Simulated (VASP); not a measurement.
# Mg2Sn (Fm-3m) in VASP: single point with r2SCAN

Aim: the single point of Mg2Sn with r2SCAN.

Everything below comes from runs of VASP 6.6.1. Logs are shortened: lines on timing, memory, paths and dates and some standing lists are left out, and cuts for length are marked.

### Step 1. The cell of the first run

It takes space group Fm-3m (No. 225, cubic). Conventional cell: a = 6.839 Å, b = 6.839 Å, c = 6.839 Å, α = 90.00°, β = 90.00°, γ = 90.00°. Within 3.9 Å of Sn (site symmetry m-3m) lie 8 Mg at 2.96 Å. Mg (site symmetry -43m) has 4 Sn at 2.96 Å and 6 Mg at 3.42 Å within 3.9 Å.

### Step 2. Single point, r2SCAN

Contents of POSCAR:

```
Mg2Sn
1.0
    0.0000000000      3.4196310000      3.4196310000
    3.4196310000      0.0000000000      3.4196310000
    3.4196310000      3.4196310000      0.0000000000
Sn Mg
1 2
Direct
    0.0000000000      0.0000000000      0.0000000000
    0.2500000000      0.2500000000      0.2500000000
    0.7500000000      0.7500000000      0.7500000000
```

Contents of INCAR.step1:

```
ALGO = Normal
EDIFF = 1E-5
ENCUT = 660
GGA = PE
GGA_COMPAT = F
ISMEAR = -1
LASPH = T
LCHARG = F
LREAL = F
LWAVE = T
NBANDS = 16
NELM = 120
PREC = Accurate
SIGMA = 0.1
```

Contents of INCAR.step2:

```
ALGO = Normal
EDIFF = 1E-6
ENCUT = 660
GGA_COMPAT = F
ISIF = 2
ISMEAR = -1
ISTART = 1
LASPH = T
LCHARG = F
LMIXTAU = T
LREAL = F
LWAVE = F
METAGGA = R2SCAN
NBANDS = 16
NELM = 120
PREC = Accurate
SIGMA = 0.1
```

Contents of KPOINTS:

```
k-points
0
Gamma
  9 9 9
```

Potentials or basis: VASP PAW PBE potentials, release 64 (Sn_d, Mg).

Run with:

```console
$ cat potpaw_PBE.64/Sn_d/POTCAR potpaw_PBE.64/Mg/POTCAR > POTCAR
$ cp INCAR.step1 INCAR
$ mpirun -np 1 vasp_std > vasp.out
$ cp INCAR.step2 INCAR
$ mpirun -np 1 vasp_std > vasp.out
```

OUTCAR:

```text
EDIFF = 1E-6
   ENCUT = 660
   ISIF = 2
   ISMEAR = -1
   ISTART = 1
   LASPH = T
   LREAL = F
   METAGGA = R2SCAN
   NELM = 120
   PREC = Accurate

 ion  position               nearest neighbor table
   1  0.000  0.000  0.000-   3 2.96   2 2.96   3 2.96   2 2.96   3 2.96   3 2.96   2 2.96   2 2.96

   2  0.250  0.250  0.250-   1 2.96   1 2.96   1 2.96   1 2.96   3 3.42   3 3.42   3 3.42   3 3.42
                             3 3.42   3 3.42
   3  0.750  0.750  0.750-   1 2.96   1 2.96   1 2.96   1 2.96   2 3.42   2 3.42   2 3.42   2 3.42
                             2 3.42   2 3.42

  LATTYP: Found a face centered cubic cell.
 ALAT       =     6.8392620000

  Lattice vectors:

 A1 = (   0.0000000000,   3.4196310000,   3.4196310000)
 A2 = (   3.4196310000,   0.0000000000,   3.4196310000)
 A3 = (   3.4196310000,   3.4196310000,   0.0000000000)

Analysis of symmetry for initial positions (statically):
=====================================================================
 Subroutine PRICEL returns:
 Original cell was already a primitive cell.

 Routine SETGRP: Setting up the symmetry group for a
 face centered cubic supercell.

 Subroutine GETGRP returns: Found 48 space group operations
 (whereof 48 operations were pure point group operations)
 out of a pool of 48 trial point group operations.

The static configuration has the point symmetry O_h .

Analysis of symmetry for dynamics (positions and initial velocities):
=====================================================================
 Subroutine PRICEL returns:
 Original cell was already a primitive cell.

 Routine SETGRP: Setting up the symmetry group for a
 face centered cubic supercell.

 Subroutine GETGRP returns: Found 48 space group operations
 (whereof 48 operations were pure point group operations)
 out of a pool of 48 trial point group operations.

The dynamic configuration has the point symmetry O_h .

 Subroutine INISYM returns: Found 48 space group operations
 (whereof 48 operations are pure point group operations),
 and found     1 'primitive' translations

----------------------------------------------------------------------------------------

                                     Primitive cell

  volume of cell :      79.9775

  direct lattice vectors                    reciprocal lattice vectors
     0.000000000  3.419631000  3.419631000    -0.146214606  0.146214606  0.146214606
     3.419631000  0.000000000  3.419631000     0.146214606 -0.146214606  0.146214606
     3.419631000  3.419631000  0.000000000     0.146214606  0.146214606 -0.146214606

  length of vectors
     4.836088539  4.836088539  4.836088539     0.253251127  0.253251127  0.253251127

  position of ions in fractional coordinates (direct lattice)
     0.000000000  0.000000000  0.000000000
     0.250000000  0.250000000  0.250000000
     0.750000000  0.750000000  0.750000000

  ion indices of the primitive-cell ions
   primitive index   ion index
                 1           1
                 2           2
                 3           3

----------------------------------------------------------------------------------------

 KPOINTS: k-points

Automatic generation of k-mesh.
 Grid dimensions read from file:
 generate k-points for:    9    9    9

 Generating k-lattice:

  Cartesian coordinates                     Fractional coordinates (reciprocal lattice)
    -0.016246067  0.016246067  0.016246067     0.111111111  0.000000000  0.000000000
     0.016246067 -0.016246067  0.016246067     0.000000000  0.111111111  0.000000000
     0.016246067  0.016246067 -0.016246067     0.000000000  0.000000000  0.111111111

  Length of vectors
     0.028139014  0.028139014  0.028139014

  Shift w.r.t. Gamma in fractional coordinates (k-lattice)
     0.000000000  0.000000000  0.000000000

 Subroutine IBZKPT returns following result:
 ===========================================

 Found     35 irreducible k-points:

 Following reciprocal coordinates:
            Coordinates               Weight
  0.000000  0.000000  0.000000      1.000000
  0.111111  0.000000  0.000000      8.000000
  0.222222  0.000000  0.000000      8.000000
  0.333333  0.000000  0.000000      8.000000
  0.444444  0.000000  0.000000      8.000000
  0.111111  0.111111  0.000000      6.000000
[... 16 lines left out ...]
 -0.333333  0.333333  0.000000     12.000000
  0.444444  0.444444  0.000000      6.000000
 [... further k-points ...]
   k-points           NKPTS =     35   k-points in BZ     NKDIM =     35   number of bands    NBANDS=     16
   number of dos      NEDOS =    301   number of ions     NIONS =      3
   total plane-waves  NPLWV =  74088
   dimension x,y,z NGX =    42 NGY =   42 NGZ =   42
   dimension x,y,z NGXF=    84 NGYF=   84 NGZF=   84
   ions per type =               1   2
   NGX,Y,Z   is equivalent  to a cutoff of  14.44, 14.44, 14.44 a.u.
   NGXF,Y,Z  is equivalent  to a cutoff of  28.88, 28.88, 28.88 a.u.
 SYSTEM =  unknown system
   PREC   = accura    normal or accurate (medium, high low for compatibility)
   ISTART =      1    job   : 0-new  1-cont  2-samecut
   ICHARG =      0    charge: 1-file 2-atom 10-const
   ISPIN  =      1    spin polarized calculation?
   LNONCOLLINEAR =      F non collinear calculations
   LSORBIT =      F    spin-orbit coupling
   LASPH  =      T    aspherical Exc in radial PAW
   ENCUT  =  660.0 eV  48.51 Ry    6.96 a.u.  10.13 10.13 10.13*2*pi/ulx,y,z
   NELM   =    120;   NELMIN=  2; NELMDL=  0     # of ELM steps
   EDIFF  = 0.1E-05   stopping-criterion for ELM
   LREAL  =      F    real-space projection
   EDIFFG = 0.1E-04   stopping-criterion for IOM
   NSW    =      0    number of steps for IOM
   IBRION =     -1    ionic relax: 0-MD 1-quasi-New 2-CG
   NFREE  =      0    steps in history (QN), initial steepest desc. (CG)
   ISIF   =      2    stress and relaxation
   ISYM   =      2    0-nonsym 1-usesym 2-fastsym
   POTIM  = 0.5000    time-step for ionic-motion
   TEBEG  =    0.0;   TEEND  =   0.0 temperature during run
   PSTRESS=    0.0 pullay stress
   NELECT =      18.0000    total number of electrons
   NUPDOWN=      -1.0000    fix difference up-down
   EMIN   =  10.00;   EMAX   =-10.00  energy-range for DOS
   EFERMI =   0.00;   METHOD = LEGACY
   ISMEAR =    -1;   SIGMA  =   0.10  broadening in eV -4-tet -1-fermi 0-gaus
   EFERMI_NEDOS =   21; number of points for ismear=-14 and -15
   IALGO  =     38    algorithm
   IMIX   =      4    mixing-type and parameters
     AMIX     =   0.40;   BMIX     =  1.00
     AMIX_MAG =   1.60;   BMIX_MAG =  1.00
  volume/ion in A,a.u.               =      26.66       179.90
  Fermi-wavevector in a.u.,A,eV,Ry     =   0.995810  1.881808 13.492044  0.991637
  Thomas-Fermi vector in A             =   2.127855
   LORBIT       =      0    0 simple, 1 ext, 2 COOP (PROOUT), +10 PAW based schemes
   METAGGA = R2SCAN    functional components
   LHFCALC =     F    Hartree Fock is set to
   AEXX    =    0.0000 exact exchange contribution
   IVDW    =     0    specifies the selected vdW correction
   LEPSILON=     F    determine dielectric tensor
   LRPA    =     F    only Hartree local field effects (RPA)
 non-spin polarized calculation
  energy-cutoff  :      660.00
  volume of cell :       79.98
 maximum number of plane-waves:      3119
 NGX is ok and might be reduce to    42
   NGX = 21   NGY = 21   NGZ = 21

 number of electron      18.0000002 magnetization

 Free energy of the ion-electron system (eV)
  ---------------------------------------------------
  ext. energy  EPLUGINS =         0.00000000
  ---------------------------------------------------
  free energy    TOTEN  =       -33.81594278 eV

  energy without entropy =      -33.80978923  energy(sigma->0) =      -33.81286601

 E-fermi :   4.0386     XC(G=0):  -9.1647

 val. band max:        3.9460644215   @ k =   0.0000   0.0000   0.0000
 cond. band min:       4.1008053525   @ k =   0.4444   0.4444   0.0000
 fundamental gap:      0.1547409311
 Fermi energy:         4.0385961463

 k-point     1 :       0.0000    0.0000    0.0000
  band No.  band energies     occupation
      1     -17.5071      2.00000
      2     -17.5071      2.00000
      3     -17.5071      2.00000
      4     -17.4637      2.00000
      5     -17.4637      2.00000
      6      -5.3825      2.00000
[... 8 lines left out ...]
     15       9.6559      0.00000
     16       9.6559      0.00000

 k-point     2 :       0.1111    0.0000    0.0000
  band No.  band energies     occupation
      1     -17.5070      2.00000
      2     -17.5067      2.00000
      3     -17.5067      2.00000
      4     -17.4637      2.00000
      5     -17.4637      2.00000
      6      -5.2804      2.00000
[... 8 lines left out ...]
     15       8.9446      0.00000
     16       9.2144      0.00000

 k-point     3 :       0.2222    0.0000    0.0000
  band No.  band energies     occupation
      1     -17.5067      2.00000
      2     -17.5056      2.00000
      3     -17.5056      2.00000
      4     -17.4635      2.00000
      5     -17.4635      2.00000
      6      -4.9869      2.00000
[... 8 lines left out ...]
     15       8.6982      0.00000
     16       9.2269      0.00000

 k-point     4 :       0.3333    0.0000    0.0000
  band No.  band energies     occupation
      1     -17.5064      2.00000
      2     -17.5045      2.00000
      3     -17.5045      2.00000
      4     -17.4633      2.00000
      5     -17.4633      2.00000
      6      -4.5586      2.00000
[... 8 lines left out ...]
     15       9.5159      0.00000
     16      10.0081      0.00000

 k-point     5 :       0.4444    0.0000    0.0000
  band No.  band energies     occupation
      1     -17.5062      2.00000
      2     -17.5038      2.00000
      3     -17.5038      2.00000
      4     -17.4631      2.00000
      5     -17.4631      2.00000
      6      -4.1720      2.00000
[... 8 lines left out ...]
     15      10.8468      0.00000
     16      11.5376      0.00000

 k-point     6 :       0.1111    0.1111    0.0000
  band No.  band energies     occupation
      1     -17.5075      2.00000
      2     -17.5063      2.00000
      3     -17.5063      2.00000
      4     -17.4640      2.00000
      5     -17.4634      2.00000
      6      -5.2461      2.00000
[... 8 lines left out ...]
     15       9.3995      0.00000
     16       9.8010      0.00000
[... 267 lines left out ...]
 k-point    21 :       0.4444    0.3333    0.0000
  band No.  band energies     occupation
      1     -17.5093      2.00000
      2     -17.5012      2.00000
      3     -17.5010      2.00000
      4     -17.4654      2.00000
      5     -17.4611      2.00000
      6      -3.9201      2.00000
[... 8 lines left out ...]
     15      12.2403      0.00000
     16      12.9090      0.00000

 k-point    22 :      -0.4444    0.3333    0.0000
  band No.  band energies     occupation
      1     -17.5081      2.00000
      2     -17.5017      2.00000
      3     -17.5010      2.00000
      4     -17.4650      2.00000
      5     -17.4614      2.00000
      6      -3.6754      2.00000
[... 8 lines left out ...]
     15      11.0091      0.00000
     16      12.9085      0.00000

 k-point    23 :      -0.3333    0.3333    0.0000
  band No.  band energies     occupation
      1     -17.5063      2.00000
      2     -17.5030      2.00000
      3     -17.5017      2.00000
      4     -17.4642      2.00000
      5     -17.4622      2.00000
      6      -3.7272      2.00000
[... 8 lines left out ...]
     15       9.2440      0.00000
     16      12.7522      0.00000

 k-point    24 :       0.4444    0.4444    0.0000
  band No.  band energies     occupation
      1     -17.5102      2.00000
      2     -17.5002      2.00000
      3     -17.5002      2.00000
      4     -17.4659      2.00000
      5     -17.4606      2.00000
      6      -3.6945      2.00000
[... 8 lines left out ...]
     15      12.5311      0.00000
     16      12.9942      0.00000

 [... further k-points ...]

------------------------ aborting loop because EDIFF is reached ----------------------------------------

  FORCE on cell =-STRESS in cart. coord.  units (eV):
  Direction    XX          YY          ZZ          XY          YZ          ZX
  --------------------------------------------------------------------------------------
  -------------------------------------------------------------------------------------
  Total       -0.8100175     -0.8100175     -0.8100175      0.0000000      0.0000000      0.0000000
  in kB      -16.2269638    -16.2269638    -16.2269638      0.0000000      0.0000000      0.0000000
  external PRESSURE =     -16.2269638 kB  Pullay stress =       0.0000000 kB

 VOLUME and BASIS-vectors are now :
 -----------------------------------------------------------------------------
  energy-cutoff  :      660.00
  volume of cell :       79.98
      direct lattice vectors                 reciprocal lattice vectors
     0.000000000  3.419631000  3.419631000    -0.146214606  0.146214606  0.146214606
     3.419631000  0.000000000  3.419631000     0.146214606 -0.146214606  0.146214606
     3.419631000  3.419631000  0.000000000     0.146214606  0.146214606 -0.146214606

 POSITION                                       TOTAL-FORCE (eV/Angst)
 -----------------------------------------------------------------------------------
      0.00000      0.00000      0.00000         0.000000     -0.000000     -0.000000
      1.70982      1.70982      1.70982        -0.000000      0.000000      0.000000
      5.12945      5.12945      5.12945        -0.000000     -0.000000     -0.000000
 -----------------------------------------------------------------------------------
    total drift:                               -0.000000      0.000000      0.000000

  FREE ENERGIE OF THE ION-ELECTRON SYSTEM (eV)
  ---------------------------------------------------
  free  energy   TOTEN  =       -33.8159427835 eV

  energy  without entropy=      -33.8097892340  energy(sigma->0) =      -33.81286601
```

Run time: 3.9 min. Hardware: 1 thread of AMD EPYC 7R43 (Zen 3), shared host; peak memory 0.28 GiB.

Results:

```
Free energy            : -33.8159 eV
Pressure               : -1.6 GPa
Band gap on the k mesh : 0.15 eV, indirect (least direct gap 1.79 eV)
```

Caveat: the PAW data sets were made with another functional, which shifts forces and pressure a little; spin-orbit coupling is left out, which moves the levels of the heavy elements.
